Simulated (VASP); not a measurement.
# Sr: single point with LDA

Crystal: Sr.

```
Sr
1.0
     7.33256    0.00000    0.00000
     0.00000    7.33256    0.00000
     0.00000    0.00000    7.33256
Sr
8
Cartesian
  7.3326 7.3326 0.0000
  3.6663 3.6663 3.6663
  1.8331 7.3326 3.6663
  5.4994 0.0000 3.6663
  3.6663 1.8331 7.3326
  3.6663 5.4994 7.3326
  0.0000 3.6663 1.8331
  0.0000 3.6663 5.4994
```

```json
{"Program": "VASP 6.6.1", "Task": "single point", "Functional": "LDA", "Potentials or basis": "VASP PAW LDA potentials, release 64 (Sr_sv)", "Cutoff": "520 eV", "k mesh": "5 × 5 × 5", "Occupations": "fermi-dirac, width 0.1 eV", "Spin": "no spin polarisation", "Dipole correction": "no", "Further INCAR settings": "ALGO = Normal; EDIFF = 1e-07; NBANDS = 50"}
```

The pressure is 0.0 GPa. The band gap on the k mesh is zero (band 40 reaches 1.97 eV, above the bottom of band 41 at 1.75 eV).

Levels at points of the mesh, in eV from the Fermi level:
```csv
k point,band 36,band 37,band 38,band 39,band 40,band 41,band 42,band 43,band 44,band 45
"(0.00, 0.00, 0.00)",-1.20,-0.50,-0.50,-0.50,0.16,0.16,0.16,0.28,0.28,0.28
```

It took 7.6 min on 1 thread of Oxide Virtual Turin-like Processor, on a shared host, peak memory 0.35 GiB.
